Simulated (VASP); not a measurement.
# Cd4Te (Pm-3m) in VASP: notebook

Runs on Cd4Te. Level: PBE. Tasks: single point.

All numbers are computed with VASP 6.6.1; they aren't measurements. Logs are shortened: lines on timing, memory, paths and dates and some standing lists are left out, and cuts for length are marked.

### 1 The cell of the first run

It takes space group Pm-3m (No. 221, cubic). The conventional cell has a = 5.361 Å, b = 5.361 Å, c = 5.361 Å, α = 90.00°, β = 90.00°, γ = 90.00°. Within 3.5 Å of Cd (site symmetry 4/mmm) lie 2 Te at 2.68 Å. Within 5.0 Å of Cd (site symmetry m-3m) lie 12 Cd at 3.79 Å and 8 Te at 4.64 Å. Te (site symmetry m-3m) has 6 Cd at 2.68 Å within 3.5 Å.

The cell was built from a structure type or drawn by symmetry, and may not be a known phase.

### 2 Single point, PBE

INCAR

```
SYSTEM = Cd4Te
  ALGO = Normal
  EDIFF = 1E-6
  ENCUT = 520
  GGA = PE
  ISIF = 2
  ISMEAR = 0
  LASPH = .TRUE.
  LCHARG = .TRUE.
  LELF = .TRUE.
  LREAL = .FALSE.
  LVHAR = .TRUE.
  LWAVE = .FALSE.
  NBANDS = 35
  NELM = 80
  PREC = Accurate
  SIGMA = 0.1
```

KPOINTS

```
k-points
0
G
  4 4 4
  0 0 0
```

POSCAR

```
Cd4Te
1.0
    5.3612954500      0.0000000000      0.0000000000
    0.0000000000      5.3612954500      0.0000000000
    0.0000000000      0.0000000000      5.3612954500
Cd Te
4 1
Direct
    0.0000000000      0.5000000000      0.5000000000
    0.5000000000      0.0000000000      0.5000000000
    0.5000000000      0.5000000000      0.0000000000
    0.0000000000      0.0000000000      0.0000000000
    0.5000000000      0.5000000000      0.5000000000
```

Potentials or basis: VASP PAW PBE potentials, release 64 (Cd, Te).

Command:

```bash
$ cat potpaw_PBE.64/Cd/POTCAR potpaw_PBE.64/Te/POTCAR > POTCAR
$ mpirun -np 1 vasp_std > vasp.out
```

OUTCAR:

```text
SYSTEM = Cd4Te
   EDIFF = 1E-6
   ENCUT = 520
   GGA = PE
   ISIF = 2
   ISMEAR = 0
   LASPH = .TRUE.
   LREAL = .FALSE.
   NELM = 80
   PREC = Accurate

 ion  position               nearest neighbor table
   1  0.000  0.500  0.500-   5 2.68   5 2.68
   2  0.500  0.000  0.500-   5 2.68   5 2.68
   3  0.500  0.500  0.000-   5 2.68   5 2.68
   4  0.000  0.000  0.000-
   5  0.500  0.500  0.500-   1 2.68   2 2.68   3 2.68   3 2.68   2 2.68   1 2.68

  LATTYP: Found a simple cubic cell.
 ALAT       =     5.3612954500

  Lattice vectors:

 A1 = (   5.3612954500,   0.0000000000,   0.0000000000)
 A2 = (   0.0000000000,   5.3612954500,   0.0000000000)
 A3 = (   0.0000000000,   0.0000000000,   5.3612954500)

Analysis of symmetry for initial positions (statically):
=====================================================================
 Subroutine PRICEL returns:
 Original cell was already a primitive cell.

 Routine SETGRP: Setting up the symmetry group for a
 simple cubic supercell.

 Subroutine GETGRP returns: Found 48 space group operations
 (whereof 48 operations were pure point group operations)
 out of a pool of 48 trial point group operations.

The static configuration has the point symmetry O_h .

Analysis of symmetry for dynamics (positions and initial velocities):
=====================================================================
 Subroutine PRICEL returns:
 Original cell was already a primitive cell.

 Routine SETGRP: Setting up the symmetry group for a
 simple cubic supercell.

 Subroutine GETGRP returns: Found 48 space group operations
 (whereof 48 operations were pure point group operations)
 out of a pool of 48 trial point group operations.

The dynamic configuration has the point symmetry O_h .

 Subroutine INISYM returns: Found 48 space group operations
 (whereof 48 operations are pure point group operations),
 and found     1 'primitive' translations

----------------------------------------------------------------------------------------

                                     Primitive cell

  volume of cell :     154.1023

  direct lattice vectors                    reciprocal lattice vectors
     5.361295450  0.000000000  0.000000000     0.186522084  0.000000000  0.000000000
     0.000000000  5.361295450  0.000000000     0.000000000  0.186522084  0.000000000
     0.000000000  0.000000000  5.361295450     0.000000000  0.000000000  0.186522084

  length of vectors
     5.361295450  5.361295450  5.361295450     0.186522084  0.186522084  0.186522084

  position of ions in fractional coordinates (direct lattice)
     0.000000000  0.500000000  0.500000000
     0.500000000  0.000000000  0.500000000
     0.500000000  0.500000000  0.000000000
     0.000000000  0.000000000  0.000000000
     0.500000000  0.500000000  0.500000000

  ion indices of the primitive-cell ions
   primitive index   ion index
                 1           1
                 2           2
                 3           3
                 4           4
                 5           5

----------------------------------------------------------------------------------------

 KPOINTS: k-points

Automatic generation of k-mesh.
 Grid dimensions read from file:
 generate k-points for:    4    4    4

 Generating k-lattice:

  Cartesian coordinates                     Fractional coordinates (reciprocal lattice)
     0.046630521  0.000000000  0.000000000     0.250000000  0.000000000  0.000000000
     0.000000000  0.046630521  0.000000000     0.000000000  0.250000000  0.000000000
     0.000000000  0.000000000  0.046630521     0.000000000  0.000000000  0.250000000

  Length of vectors
     0.046630521  0.046630521  0.046630521

  Shift w.r.t. Gamma in fractional coordinates (k-lattice)
     0.000000000  0.000000000  0.000000000

 Subroutine IBZKPT returns following result:
 ===========================================

 Found     10 irreducible k-points:

 Following reciprocal coordinates:
            Coordinates               Weight
  0.000000  0.000000  0.000000      1.000000
  0.250000  0.000000  0.000000      6.000000
  0.500000  0.000000  0.000000      3.000000
  0.250000  0.250000  0.000000     12.000000
  0.500000  0.250000  0.000000     12.000000
  0.500000  0.500000  0.000000      3.000000
  0.250000  0.250000  0.250000      8.000000
  0.500000  0.250000  0.250000     12.000000
  0.500000  0.500000  0.250000      6.000000
  0.500000  0.500000  0.500000      1.000000
   k-points           NKPTS =     10   k-points in BZ     NKDIM =     10   number of bands    NBANDS=     35
   number of dos      NEDOS =    301   number of ions     NIONS =      5
   total plane-waves  NPLWV =  64000
   dimension x,y,z NGX =    40 NGY =   40 NGZ =   40
   dimension x,y,z NGXF=    80 NGYF=   80 NGZF=   80
   ions per type =               4   1
   NGX,Y,Z   is equivalent  to a cutoff of  12.40, 12.40, 12.40 a.u.
   NGXF,Y,Z  is equivalent  to a cutoff of  24.81, 24.81, 24.81 a.u.
 SYSTEM =  Cd4Te
   PREC   = accura    normal or accurate (medium, high low for compatibility)
   ISTART =      0    job   : 0-new  1-cont  2-samecut
   ICHARG =      2    charge: 1-file 2-atom 10-const
   ISPIN  =      1    spin polarized calculation?
   LNONCOLLINEAR =      F non collinear calculations
   LSORBIT =      F    spin-orbit coupling
   LASPH  =      T    aspherical Exc in radial PAW
   ENCUT  =  520.0 eV  38.22 Ry    6.18 a.u.   9.97  9.97  9.97*2*pi/ulx,y,z
   NELM   =     80;   NELMIN=  2; NELMDL= -5     # of ELM steps
   EDIFF  = 0.1E-05   stopping-criterion for ELM
   LREAL  =      F    real-space projection
   EDIFFG = 0.1E-04   stopping-criterion for IOM
   NSW    =      0    number of steps for IOM
   IBRION =     -1    ionic relax: 0-MD 1-quasi-New 2-CG
   NFREE  =      0    steps in history (QN), initial steepest desc. (CG)
   ISIF   =      2    stress and relaxation
   ISYM   =      2    0-nonsym 1-usesym 2-fastsym
   POTIM  = 0.5000    time-step for ionic-motion
   TEBEG  =    0.0;   TEEND  =   0.0 temperature during run
   PSTRESS=    0.0 pullay stress
   NELECT =      54.0000    total number of electrons
   NUPDOWN=      -1.0000    fix difference up-down
   EMIN   =  10.00;   EMAX   =-10.00  energy-range for DOS
   EFERMI =   0.00;   METHOD = LEGACY
   ISMEAR =     0;   SIGMA  =   0.10  broadening in eV -4-tet -1-fermi 0-gaus
   EFERMI_NEDOS =   21; number of points for ismear=-14 and -15
   IALGO  =     38    algorithm
   IMIX   =      4    mixing-type and parameters
     AMIX     =   0.40;   BMIX     =  1.00
     AMIX_MAG =   1.60;   BMIX_MAG =  1.00
  volume/ion in A,a.u.               =      30.82       207.99
  Fermi-wavevector in a.u.,A,eV,Ry     =   1.154170  2.181065 18.124426  1.332108
  Thomas-Fermi vector in A             =   2.290808
   LORBIT       =      0    0 simple, 1 ext, 2 COOP (PROOUT), +10 PAW based schemes
   GGA     = PE    functional components
   LHFCALC =     F    Hartree Fock is set to
   AEXX    =    0.0000 exact exchange contribution
   IVDW    =     0    specifies the selected vdW correction
   LEPSILON=     F    determine dielectric tensor
   LRPA    =     F    only Hartree local field effects (RPA)
 non-spin polarized calculation
 Gauss-broadening in eV      SIGMA  =   0.10
  energy-cutoff  :      520.00
  volume of cell :      154.10
 maximum number of plane-waves:      4224
 NGX is ok and might be reduce to    40
   NGX = 19   NGY = 19   NGZ = 19

 number of electron      53.9999974 magnetization

 Free energy of the ion-electron system (eV)
  ---------------------------------------------------
  ext. energy  EPLUGINS =         0.00000000
  ---------------------------------------------------
  free energy    TOTEN  =        -3.08297212 eV

  energy without entropy =       -3.03891638  energy(sigma->0) =       -3.06094425

 E-fermi :   2.3751     XC(G=0):  -9.1753

 val. band max:        2.3393433353   @ k =   0.2500   0.2500   0.0000
 cond. band min:       2.4024967040   @ k =   0.2500   0.2500   0.0000
 fundamental gap:      0.0631533688
 Fermi energy:         2.3750552956

 k-point     1 :       0.0000    0.0000    0.0000
  band No.  band energies     occupation
      1     -11.4945      2.00000
      2      -6.9881      2.00000
      3      -6.9881      2.00000
      4      -6.9881      2.00000
      5      -6.9078      2.00000
      6      -6.9078      2.00000
[... 27 lines left out ...]
     34       6.4388      0.00000
     35       8.2653      0.00000

 k-point     2 :       0.2500    0.0000    0.0000
  band No.  band energies     occupation
      1     -11.3572      2.00000
      2      -7.1381      2.00000
      3      -6.9801      2.00000
      4      -6.9491      2.00000
      5      -6.9491      2.00000
      6      -6.9052      2.00000
[... 27 lines left out ...]
     34       5.9349      0.00000
     35       8.4027      0.00000

 k-point     3 :       0.5000    0.0000    0.0000
  band No.  band energies     occupation
      1     -11.2002      2.00000
      2      -7.4366      2.00000
      3      -6.9718      2.00000
      4      -6.9027      2.00000
      5      -6.8555      2.00000
      6      -6.8555      2.00000
[... 27 lines left out ...]
     34       6.5722      0.00000
     35       7.7513      0.00000

 k-point     4 :       0.2500    0.2500    0.0000
  band No.  band energies     occupation
      1     -11.2117      2.00000
      2      -7.2145      2.00000
      3      -7.1166      2.00000
      4      -6.9793      2.00000
      5      -6.9129      2.00000
      6      -6.8822      2.00000
[... 27 lines left out ...]
     34       6.8976      0.00000
     35       7.7254      0.00000

 k-point     5 :       0.5000    0.2500    0.0000
  band No.  band energies     occupation
      1     -11.0433      2.00000
      2      -7.4777      2.00000
      3      -7.1859      2.00000
      4      -6.9754      2.00000
      5      -6.8322      2.00000
      6      -6.7969      2.00000
[... 27 lines left out ...]
     34       6.6948      0.00000
     35       6.8455      0.00000

 k-point     6 :       0.5000    0.5000    0.0000
  band No.  band energies     occupation
      1     -10.8587      2.00000
      2      -7.5166      2.00000
      3      -7.5166      2.00000
      4      -6.9785      2.00000
      5      -6.7893      2.00000
      6      -6.7893      2.00000
[... 27 lines left out ...]
     34       5.9920      0.00000
     35       6.7694      0.00000

 k-point     7 :       0.2500    0.2500    0.2500
  band No.  band energies     occupation
      1     -11.0562      2.00000
      2      -7.2565      2.00000
      3      -7.2565      2.00000
      4      -7.0303      2.00000
      5      -6.8729      2.00000
      6      -6.8729      2.00000
[... 27 lines left out ...]
     34       6.9005      0.00000
     35       7.6380      0.00000

 k-point     8 :       0.5000    0.2500    0.2500
  band No.  band energies     occupation
      1     -10.8737      2.00000
      2      -7.5190      2.00000
      3      -7.2935      2.00000
      4      -7.0794      2.00000
      5      -6.8209      2.00000
      6      -6.8004      2.00000
[... 27 lines left out ...]
     34       7.3178      0.00000
     35       7.4674      0.00000

 k-point     9 :       0.5000    0.5000    0.2500
  band No.  band energies     occupation
      1     -10.6700      2.00000
      2      -7.5582      2.00000
      3      -7.5582      2.00000
      4      -7.1893      2.00000
      5      -6.8029      2.00000
      6      -6.8029      2.00000
[... 27 lines left out ...]
     34       7.4733      0.00000
     35       7.4734      0.00000

 k-point    10 :       0.5000    0.5000    0.5000
  band No.  band energies     occupation
      1     -10.4355      2.00000
      2      -7.5975      2.00000
      3      -7.5975      2.00000
      4      -7.5975      2.00000
      5      -6.8106      2.00000
      6      -6.8106      2.00000
[... 27 lines left out ...]
     34       7.2408      0.00000
     35       8.9588      0.00000

------------------------ aborting loop because EDIFF is reached ----------------------------------------

  FORCE on cell =-STRESS in cart. coord.  units (eV):
  Direction    XX          YY          ZZ          XY          YZ          ZX
  --------------------------------------------------------------------------------------
  -------------------------------------------------------------------------------------
  Total        6.8536060      6.8536060      6.8536060     -0.0000000     -0.0000000      0.0000000
  in kB       71.2558450     71.2558450     71.2558450     -0.0000000     -0.0000000      0.0000000
  external PRESSURE =      71.2558450 kB  Pullay stress =       0.0000000 kB

 VOLUME and BASIS-vectors are now :
 -----------------------------------------------------------------------------
  energy-cutoff  :      520.00
  volume of cell :      154.10
      direct lattice vectors                 reciprocal lattice vectors
     5.361295450  0.000000000  0.000000000     0.186522084  0.000000000  0.000000000
     0.000000000  5.361295450  0.000000000     0.000000000  0.186522084  0.000000000
     0.000000000  0.000000000  5.361295450     0.000000000  0.000000000  0.186522084

 POSITION                                       TOTAL-FORCE (eV/Angst)
 -----------------------------------------------------------------------------------
      0.00000      2.68065      2.68065         0.000000      0.000000      0.000000
      2.68065      0.00000      2.68065         0.000000      0.000000      0.000000
      2.68065      2.68065      0.00000         0.000000      0.000000      0.000000
      0.00000      0.00000      0.00000         0.000000      0.000000      0.000000
      2.68065      2.68065      2.68065         0.000000      0.000000      0.000000
 -----------------------------------------------------------------------------------
    total drift:                               -0.000000     -0.000000     -0.000000

  FREE ENERGIE OF THE ION-ELECTRON SYSTEM (eV)
  ---------------------------------------------------
  free  energy   TOTEN  =        -3.0829721192 eV

  energy  without entropy=       -3.0389163831  energy(sigma->0) =       -3.06094425
```

Run time: 27 s. Hardware: 1 thread of AMD EPYC 9R45 (Zen 5), shared host; peak memory 0.23 GiB.

What came out:

```yaml
Free_energy: -3.0830 eV
Pressure: 7.1 GPa
Band_gap_on_the_k_mesh: zero (bands 27 and 28 overlap by 2.43 eV)
```

Levels at points of the mesh, in eV from the Fermi level:
```csv
k point,band 23,band 24,band 25,band 26,band 27,band 28,band 29,band 30,band 31,band 32
"(0.00, 0.00, 0.00)",-4.75,-4.75,-3.91,-1.68,-1.68,1.23,1.72,1.72,1.72,4.06
"(0.50, 0.00, 0.00)",-4.35,-4.35,-2.55,-1.89,-1.49,1.09,1.09,2.39,3.31,3.73
"(0.50, 0.50, 0.00)",-5.49,-4.00,-3.13,-1.70,1.07,1.07,1.89,2.12,2.12,3.09
"(0.50, 0.50, 0.50)",-4.96,-4.96,-2.00,-1.36,-1.36,-1.36,3.39,3.39,3.39,4.47
```

Caveat: the cell stands under pressure; spin-orbit coupling is left out, which moves the levels of the heavy elements.

### 3 Single point, PBE

This run uses another cell than the first one, of 43.91 Å³/atom.

INCAR

```
  ALGO = Normal
  EDIFF = 1E-6
  ENCUT = 520
  GGA = PE
  ISIF = 2
  ISMEAR = 0
  LASPH = T
  LCHARG = F
  LREAL = F
  LWAVE = F
  NBANDS = 35
  NELM = 100
  PREC = Accurate
  SIGMA = 0.1
```

KPOINTS

```
k-points
0
Gamma
  4 4 4
```

Changes to POSCAR since step 2:

```diff
@@ -2,5 +2,5 @@
 1.0
-    5.3612954500      0.0000000000      0.0000000000
-    0.0000000000      5.3612954500      0.0000000000
-    0.0000000000      0.0000000000      5.3612954500
+    6.0325601274      0.0000000000      0.0000000000
+    0.0000000000      6.0325601274      0.0000000000
+    0.0000000000      0.0000000000      6.0325601274
 Cd Te
```

Potentials or basis: VASP PAW PBE potentials, release 64 (Cd, Te).

Command:

```bash
$ cat potpaw_PBE.64/Cd/POTCAR potpaw_PBE.64/Te/POTCAR > POTCAR
$ mpirun -np 1 vasp_std > vasp.out
```

It took 44 s on 1 thread of AMD EPYC 9R45 (Zen 5), shared host; peak memory 0.31 GiB.

The run converged. Its results:

```yaml
Free_energy: -4.1123 eV
Pressure: 0.4 GPa
Band_gap_on_the_k_mesh: zero (bands 27 and 28 overlap by 1.43 eV)
```

Levels at points of the mesh, in eV from the Fermi level:
```csv
k point,band 25,band 26,band 27,band 28,band 29,band 30
"(0.00, 0.00, 0.00)",-3.15,-1.59,-1.59,-0.35,1.81,1.81
"(0.50, 0.00, 0.00)",-2.32,-1.98,-1.48,1.52,1.52,1.92
"(0.50, 0.50, 0.00)",-2.52,-1.74,1.08,1.08,1.67,2.39
"(0.50, 0.50, 0.50)",-2.09,-0.22,-0.22,-0.22,1.92,1.92
```

Caveat: spin-orbit coupling is left out, which moves the levels of the heavy elements.

### 4 Single point, PBE

This run uses another cell than the first one, of 39.39 Å³/atom.

INCAR

```
ALGO = Fast
EDIFF = 1E-6
ENCUT = 520
GGA = PE
ISIF = 2
ISMEAR = 0
LASPH = T
LCHARG = F
LREAL = F
LWAVE = F
NBANDS = 35
NELM = 80
PREC = Accurate
SIGMA = 0.1
```

KPOINTS

```
k-points
0
Gamma
  6 6 6
```

Changes to POSCAR since step 3:

```diff
@@ -2,5 +2,5 @@
 1.0
-    6.0325601274      0.0000000000      0.0000000000
-    0.0000000000      6.0325601274      0.0000000000
-    0.0000000000      0.0000000000      6.0325601274
+    5.8182983527      0.0000000000      0.0000000000
+    0.0000000000      5.8182983527      0.0000000000
+    0.0000000000      0.0000000000      5.8182983527
 Cd Te
```

Command:

```bash
$ cat potpaw_PBE.64/Cd/POTCAR potpaw_PBE.64/Te/POTCAR > POTCAR
$ mpirun -np 1 vasp_std > vasp.out
```

Wall time 76 s (1 thread of AMD EPYC 9R45 (Zen 5), shared host); peak memory 0.36 GiB.

The run converged. Its results:

* Free energy: -4.2925 eV
* Pressure: 0.1 GPa
* Band gap on the k mesh: zero (bands 27 and 28 overlap by 1.70 eV)

Levels at points of the mesh, in eV from the Fermi level:
```csv
k point,band 25,band 26,band 27,band 28,band 29,band 30
"(0.00, 0.00, 0.00)",-4.01,-2.05,-2.05,-0.28,1.44,1.44
"(0.50, 0.00, 0.00)",-2.83,-2.25,-1.93,1.05,1.05,1.79
"(0.50, 0.50, 0.00)",-2.91,-2.18,0.66,0.66,1.34,1.91
"(0.50, 0.50, 0.50)",-2.28,-0.89,-0.89,-0.89,1.77,1.77
```

Caveat: spin-orbit coupling is left out, which moves the levels of the heavy elements.

### 5 Summary

```csv
cell,k mesh,gap on the mesh (eV),pressure (GPa)
"a = 5.361 Å, 5 atoms",4 × 4 × 4,none,7.1
"a = 6.033 Å, 5 atoms",4 × 4 × 4,none,0.4
"a = 5.818 Å, 5 atoms",6 × 6 × 6,none,0.1
```

Alike in all rows: task single point; level PBE; potentials or basis VASP PAW PBE potentials, release 64 (Cd, Te); no spin polarisation; cutoff (eV) 520; smearing gaussian 0.1 eV.

Caveats: spin-orbit coupling is left out, which moves the levels of the heavy elements; the cell stands under pressure (at least some runs).

Absolute energies hang on the potentials; compare differences alone.
